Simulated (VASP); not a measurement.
# Se in VASP: notebook

The runs below take Se through electric field gradients, with LDA.

Program: VASP 6.6.1. These are calculated values, not measurements. Logs are shortened: lines on timing, memory, paths and dates and some standing lists are left out, and cuts for length are marked.

## 1. The cell of the first run

The structure is trigonal, space group P3_121 (No. 152). The conventional cell has a = 4.454 Å, b = 4.454 Å, c = 4.954 Å, α = 90.00°, β = 90.00°, γ = 120.00°. Se (site symmetry 2) has 2 Se at 2.40 Å within 3.2 Å.

## 2. Electric field gradients, LDA (equal xx and yy strain of +2 %)

File INCAR:

```
  PREC = Accurate
  ENCUT = 520
  EDIFF = 1E-8
  ISMEAR = -1
  SIGMA = 0.03
  LREAL = F
  LASPH = T
  NELM = 60
  ALGO = Normal
  ISIF = 2
  LWAVE = F
  LCHARG = F
  LEFG = T
  NBANDS = 16
```

File KPOINTS:

```
regular mesh
0
Gamma
  6 6 5
```

File POSCAR:

```
Se
1.0
    4.4535239479      0.0000000000      0.0000000000
   -2.2267619740      3.8568648753      0.0000000000
    0.0000000000      0.0000000000      4.9536000000
Se
3
Direct
    0.2254000000      0.0000000000      0.3333333333
    0.0000000000      0.2254000000      0.6666666667
    0.7746000000      0.7746000000      0.0000000000
```

Potentials or basis: VASP PAW LDA potentials, release 64 (Se).

Started as:

```bash
cat potpaw_LDA.64/Se/POTCAR > POTCAR
mpirun -np 1 vasp_std > vasp.out
```

OUTCAR:

```text
PREC = Accurate
   ENCUT = 520
   EDIFF = 1E-8
   ISMEAR = -1
   LREAL = F
   LASPH = T
   NELM = 60
   ISIF = 2

 ion  position               nearest neighbor table
   1  0.225  0.000  0.333-   3 2.40   2 2.40
   2  0.000  0.225  0.667-   3 2.40   1 2.40
   3  0.775  0.775  0.000-   1 2.40   2 2.40

  LATTYP: Found a hexagonal cell.
 ALAT       =     4.4535239479
 C/A-ratio  =     1.1122877205

  Lattice vectors:

 A1 = (   4.4535239479,   0.0000000000,   0.0000000000)
 A2 = (  -2.2267619740,   3.8568648753,   0.0000000000)
 A3 = (   0.0000000000,   0.0000000000,   4.9536000000)

Analysis of symmetry for initial positions (statically):
=====================================================================
 Subroutine PRICEL returns:
 Original cell was already a primitive cell.

 Routine SETGRP: Setting up the symmetry group for a
 hexagonal supercell.

 Subroutine GETGRP returns: Found  6 space group operations
 (whereof  2 operations were pure point group operations)
 out of a pool of 24 trial point group operations.

The static configuration has the point symmetry C_2 .
 The point group associated with its full space group is D_3 .

Analysis of symmetry for dynamics (positions and initial velocities):
=====================================================================
 Subroutine PRICEL returns:
 Original cell was already a primitive cell.

 Routine SETGRP: Setting up the symmetry group for a
 hexagonal supercell.

 Subroutine GETGRP returns: Found  6 space group operations
 (whereof  2 operations were pure point group operations)
 out of a pool of 24 trial point group operations.

The dynamic configuration has the point symmetry C_2 .
 The point group associated with its full space group is D_3 .

 Subroutine INISYM returns: Found  6 space group operations
 (whereof  2 operations are pure point group operations),
 and found     1 'primitive' translations

----------------------------------------------------------------------------------------

                                     Primitive cell

  volume of cell :      85.0862

  direct lattice vectors                    reciprocal lattice vectors
     4.453523948  0.000000000  0.000000000     0.224541287  0.129638973  0.000000000
    -2.226761974  3.856864875  0.000000000     0.000000000  0.259277945  0.000000000
     0.000000000  0.000000000  4.953600000     0.000000000  0.000000000  0.201873385

  length of vectors
     4.453523948  4.453523948  4.953600000     0.259277945  0.259277945  0.201873385

  position of ions in fractional coordinates (direct lattice)
     0.225400000  0.000000000  0.333333333
     1.000000000  0.225400000  0.666666667
     0.774600000  0.774600000  0.000000000

  ion indices of the primitive-cell ions
   primitive index   ion index
                 1           1
                 2           2
                 3           3

----------------------------------------------------------------------------------------

 KPOINTS: regular mesh

Automatic generation of k-mesh.
 Grid dimensions read from file:
 generate k-points for:    6    6    5

 Generating k-lattice:

  Cartesian coordinates                     Fractional coordinates (reciprocal lattice)
     0.037423548  0.021606495  0.000000000     0.166666667 -0.000000000  0.000000000
     0.000000000  0.043212991  0.000000000     0.000000000  0.166666667  0.000000000
     0.000000000  0.000000000  0.040374677     0.000000000  0.000000000  0.200000000

  Length of vectors
     0.043212991  0.043212991  0.040374677

  Shift w.r.t. Gamma in fractional coordinates (k-lattice)
     0.000000000  0.000000000  0.000000000

 Subroutine IBZKPT returns following result:
 ===========================================

 Found     27 irreducible k-points:

 Following reciprocal coordinates:
            Coordinates               Weight
  0.000000  0.000000  0.000000      1.000000
  0.166667  0.000000  0.000000      6.000000
  0.333333  0.000000  0.000000      6.000000
  0.500000  0.000000  0.000000      3.000000
  0.166667  0.166667  0.000000      6.000000
  0.333333  0.166667  0.000000     12.000000
[... 16 lines left out ...]
  0.500000  0.000000  0.400000      6.000000
  0.166667  0.166667  0.400000     12.000000
 [... further k-points ...]
   k-points           NKPTS =     27   k-points in BZ     NKDIM =     27   number of bands    NBANDS=     16
   number of dos      NEDOS =    301   number of ions     NIONS =      3
   total plane-waves  NPLWV =  51840
   dimension x,y,z NGX =    36 NGY =   36 NGZ =   40
   dimension x,y,z NGXF=    72 NGYF=   72 NGZF=   80
   ions per type =               3
   NGX,Y,Z   is equivalent  to a cutoff of  13.44, 13.44, 13.42 a.u.
   NGXF,Y,Z  is equivalent  to a cutoff of  26.88, 26.88, 26.85 a.u.
 SYSTEM =  unknown system
   PREC   = accura    normal or accurate (medium, high low for compatibility)
   ISTART =      0    job   : 0-new  1-cont  2-samecut
   ICHARG =      2    charge: 1-file 2-atom 10-const
   ISPIN  =      1    spin polarized calculation?
   LNONCOLLINEAR =      F non collinear calculations
   LSORBIT =      F    spin-orbit coupling
   LASPH  =      T    aspherical Exc in radial PAW
   ENCUT  =  520.0 eV  38.22 Ry    6.18 a.u.   8.28  8.28  9.21*2*pi/ulx,y,z
   NELM   =     60;   NELMIN=  2; NELMDL= -5     # of ELM steps
   EDIFF  = 0.1E-07   stopping-criterion for ELM
   LREAL  =      F    real-space projection
   EDIFFG = 0.1E-06   stopping-criterion for IOM
   NSW    =      0    number of steps for IOM
   IBRION =     -1    ionic relax: 0-MD 1-quasi-New 2-CG
   NFREE  =      0    steps in history (QN), initial steepest desc. (CG)
   ISIF   =      2    stress and relaxation
   ISYM   =      2    0-nonsym 1-usesym 2-fastsym
   POTIM  = 0.5000    time-step for ionic-motion
   TEBEG  =    0.0;   TEEND  =   0.0 temperature during run
   PSTRESS=    0.0 pullay stress
   NELECT =      18.0000    total number of electrons
   NUPDOWN=      -1.0000    fix difference up-down
   EMIN   =  10.00;   EMAX   =-10.00  energy-range for DOS
   EFERMI =   0.00;   METHOD = LEGACY
   ISMEAR =    -1;   SIGMA  =   0.03  broadening in eV -4-tet -1-fermi 0-gaus
   EFERMI_NEDOS =   21; number of points for ismear=-14 and -15
   IALGO  =     38    algorithm
   IMIX   =      4    mixing-type and parameters
     AMIX     =   0.40;   BMIX     =  1.00
     AMIX_MAG =   1.60;   BMIX_MAG =  1.00
  volume/ion in A,a.u.               =      28.36       191.40
  Fermi-wavevector in a.u.,A,eV,Ry     =   0.975467  1.843365 12.946433  0.951536
  Thomas-Fermi vector in A             =   2.106009
   LORBIT       =      0    0 simple, 1 ext, 2 COOP (PROOUT), +10 PAW based schemes
   GGA     = CA    functional components
   LHFCALC =     F    Hartree Fock is set to
   AEXX    =    0.0000 exact exchange contribution
   IVDW    =     0    specifies the selected vdW correction
   LEPSILON=     F    determine dielectric tensor
   LRPA    =     F    only Hartree local field effects (RPA)
 non-spin polarized calculation
  energy-cutoff  :      520.00
  volume of cell :       85.09
 maximum number of plane-waves:      2310
 NGX is ok and might be reduce to    36
   NGX = 17   NGY = 17   NGZ = 19

 number of electron      18.0000000 magnetization

 Free energy of the ion-electron system (eV)
  ---------------------------------------------------
  ext. energy  EPLUGINS =         0.00000000
  ---------------------------------------------------
  free energy    TOTEN  =       -12.27649474 eV

  energy without entropy =      -12.27649474  energy(sigma->0) =      -12.27649474

 E-fermi :   2.7747     XC(G=0):  -9.0156

 val. band max:        2.1598998378   @ k =  -0.1667   0.5000   0.4000
 cond. band min:       3.3331525508   @ k =   0.0000   0.0000   0.4000
 fundamental gap:      1.1732527130
 Fermi energy:         2.7747361227

 k-point     1 :       0.0000    0.0000    0.0000
  band No.  band energies     occupation
      1     -13.3384      2.00000
      2      -9.3803      2.00000
      3      -9.3803      2.00000
      4      -1.5149      2.00000
      5      -1.5149      2.00000
      6      -1.4224      2.00000
[... 8 lines left out ...]
     15       8.6711      0.00000
     16      10.6090      0.00000
[... 419 lines left out ...]
 k-point    24 :       0.1667    0.1667    0.4000
  band No.  band energies     occupation
      1     -12.3929      2.00000
      2     -11.5831      2.00000
      3      -7.9966      2.00000
      4      -2.8821      2.00000
      5      -2.0594      2.00000
      6      -1.4921      2.00000
[... 8 lines left out ...]
     15      10.0360      0.00000
     16      10.4718      0.00000

 [... further k-points ...]
[... 5 lines left out ...]
  --------------------------------------------------------------------------------------
  -------------------------------------------------------------------------------------
  Total       -1.6103109     -1.6103109     -1.0964335      0.0000000      0.0000000      0.0000000
  in kB      -30.3222313    -30.3222313    -20.6458961      0.0000000      0.0000000      0.0000000
  external PRESSURE =     -27.0967863 kB  Pullay stress =       0.0000000 kB

 VOLUME and BASIS-vectors are now :
 -----------------------------------------------------------------------------
  energy-cutoff  :      520.00
  volume of cell :       85.09
      direct lattice vectors                 reciprocal lattice vectors
     4.453523948  0.000000000  0.000000000     0.224541287  0.129638973  0.000000000
    -2.226761974  3.856864875  0.000000000     0.000000000  0.259277945  0.000000000
     0.000000000  0.000000000  4.953600000     0.000000000  0.000000000  0.201873385

 POSITION                                       TOTAL-FORCE (eV/Angst)
 -----------------------------------------------------------------------------------
      1.00382      0.00000      1.65120        -0.115236     -0.000000      0.000000
     -0.50191      0.86934      3.30240         0.057618     -0.099797     -0.000000
      1.72485      2.98753      0.00000         0.057618      0.099797     -0.000000
 -----------------------------------------------------------------------------------
    total drift:                                0.000002      0.000003     -0.000000

  FREE ENERGIE OF THE ION-ELECTRON SYSTEM (eV)
  ---------------------------------------------------
  free  energy   TOTEN  =       -12.2764947429 eV

  energy  without entropy=      -12.2764947427  energy(sigma->0) =      -12.27649474

 Electric field gradients (V/A^2)
---------------------------------------------------------------------
 ion       V_xx      V_yy      V_zz      V_xy      V_xz      V_yz
---------------------------------------------------------------------
   1     175.549  -333.729   158.180     0.000    -0.000   340.119
   2    -206.410    48.230   158.180  -220.524  -294.551  -170.059
   3    -206.410    48.229   158.181   220.524   294.551  -170.059
---------------------------------------------------------------------

 Electric field gradients after diagonalization (V/A^2)
 (convention: |V_zz| > |V_xx| > |V_yy|)
----------------------------------------------------------------------
 ion       V_xx      V_yy      V_zz     asymmetry (V_yy - V_xx)/ V_zz
----------------------------------------------------------------------
   1     331.957   175.549  -507.506       0.308
   2     331.957   175.549  -507.506       0.308
   3     331.957   175.549  -507.506       0.308
----------------------------------------------------------------------

           NMR quadrupolar parameters

 Cq : quadrupolar parameter    Cq=e*Q*V_zz/h
 eta: asymmetry parameters     (V_yy - V_xx)/ V_zz
 Q  : nuclear electric quadrupole moment in mb (millibarn)
----------------------------------------------------------------------
 ion       Cq(MHz)       eta       Q (mb)
----------------------------------------------------------------------
   1      -1.227       0.308       1.000
   2      -1.227       0.308       1.000
   3      -1.227       0.308       1.000
----------------------------------------------------------------------
```

Run time: 47 s. Hardware: 1 thread of Intel Xeon 8259CL, shared host; peak memory 0.18 GiB.

Results:

| Quantity | Value |
| --- | --- |
| Free energy | -12.2765 eV |
| Pressure | -2.7 GPa |
| Largest force | 0.115 eV/Å |
| Band gap on the k mesh | 1.17 eV (least direct gap 1.48 eV) |
| Largest electric field gradient by atom | Se -507.5 V/Å² |

Forces in eV/Å, atoms in the order of the input:
```
Se  -0.115  0.000  0.000
Se   0.058 -0.100  0.000
Se   0.058  0.100  0.000
```

Levels at points of the mesh, in eV from the valence-band top:
```tsv
k point	band 6	band 7	band 8	band 9	band 10	band 11	band 12	band 13
(0.00, 0.00, 0.00)	-3.58	-1.84	-1.84	-0.26	1.90	1.90	2.13	5.90
(0.50, 0.00, 0.00)	-3.23	-2.66	-1.60	-0.82	1.94	2.31	3.97	5.33
```

Electric field gradients, principal values (V/Å²):
```
atom    least   middle  greatest (by size)
1 Se  175.549  331.957            -507.506
2 Se  175.549  331.957            -507.506
3 Se  175.549  331.957            -507.506
```

Caveat: the cell differs from its parent crystal (equal xx and yy strain of +2 %); without QUAD_EFG the Cq values of the log hold for a quadrupole moment of 1 mb, not for the nuclei; an odd mesh through Γ misses points on the zone boundary, where band edges can lie.

(Continued in part 2 of 2.)
